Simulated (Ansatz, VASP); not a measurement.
One calculation of Hg, two programs

```
CELL_PARAMETERS angstrom
2.76361 -5.66286 0.00000
2.76361 5.66286 0.00000
0.00000 0.00000 3.06748
ATOMIC_POSITIONS crystal
Hg 0.37078 0.62922 0.49999
Hg 0.87078 0.12922 0.00001
Hg 0.12922 0.87078 0.99999
Hg 0.62922 0.37078 0.50001
```

Alike in both runs: functional PBEsol; k mesh 10 × 10 × 14; occupations gaussian, width 0.1 eV; no spin polarisation.

Ansatz relaxed the structure, and its values are those at the end. VASP's run is a single point on that final structure, the one shown.

```csv
,VASP,Ansatz
version,VASP 6.6.1,Ansatz 0.2.0
potentials or method,"VASP PAW PBE potentials, release 64 (Hg), cutoff 520 eV","scalar-relativistic, plane waves, PAW"
valence electrons in the cell,48,80
```

|  | VASP | Ansatz | Ansatz less VASP |
| --- | --- | --- | --- |
| gap on the k mesh at the Fermi level (eV) | none | none | - |
| pressure (GPa) | 0.4 | 0.0 | -0.40 |

VASP's potentials were made for PBE, not for PBEsol. A gap of «none» marks a metal or a gap that the smearing closes. VASP's potentials hold 48 valence electrons a cell and Ansatz's 80, so a difference there can come from the potentials and not from the codes.

Spin-orbit coupling is off throughout.
